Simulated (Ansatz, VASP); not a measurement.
# Two plane-wave programs on SiC

```xyz
2
Lattice="0.0000 2.2434 2.1344 2.2434 0.0000 2.1344 2.2434 2.2434 0.0000" Properties=species:S:1:pos:R:3 pbc="T T T"
Si    0.0000    0.0000    0.0000
C     1.1217    1.1217    1.0672
```

Change from the starting cell: epitaxial_xy strain +3.0%.

Alike in both runs: task single point; functional r2SCAN; k mesh 10 × 10 × 10; no spin polarisation.

|  | VASP | Ansatz |
| --- | --- | --- |
| version | VASP 6.6.1 | Ansatz 0.2.0 |
| potentials or method | VASP PAW PBE potentials, release 64 (Si, C) | plane waves, PAW |
| plane-wave cutoff (eV) | 520 | 500 |
| occupations | gaussian, width 0.01 eV | fixed |
| valence electrons in the cell | 8 | 8 |

Ansatz gave:

| Item | Value |
| --- | --- |
| gap on the k mesh at the Fermi level (eV) | 1.23 |
| pressure (GPa) | -8.3 |
| traceless stress, the component that is largest in VASP (GPa) | 8.32 |

Q: Estimate VASP's values.

A: gap on the k mesh at the Fermi level (eV): 1.24; pressure (GPa): -8.5; traceless stress, the component that is largest in VASP (GPa): 8.36.

VASP's potentials were made for PBE, not for r2SCAN.
